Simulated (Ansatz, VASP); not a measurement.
## One calculation of ZnSe, two programs

```
Zn Se
1.0
     0.00000    2.69080    2.69080
     2.69080    0.00000    2.69080
     2.69080    2.69080    0.00000
Zn Se
1 1
Cartesian
  0.0000 0.0000 0.0000
  1.3454 1.3454 1.3454
```

Change from the starting cell: hydrostatic strain -5.0%.

Alike in both runs: task single point; functional PBE; k mesh 8 × 8 × 8; occupations fermi-dirac, width 0.02 eV; no spin polarisation.

|  | VASP | Ansatz |
| --- | --- | --- |
| version | VASP 6.6.1 | Ansatz 0.2.0 |
| potentials or method | VASP PAW PBE potentials, release 64 (Zn, Se) | plane waves, PAW |
| plane-wave cutoff (eV) | 520 | 420 |
| valence electrons in the cell | 18 | 28 |

```csv
,VASP,Ansatz,Ansatz less VASP
gap on the k mesh at the Fermi level (eV),1.96,1.94,-0.011
pressure (GPa),16.9,16.5,-0.42
```

VASP's potentials hold 18 valence electrons a cell and Ansatz's 28, so a difference there can come from the potentials and not from the codes.
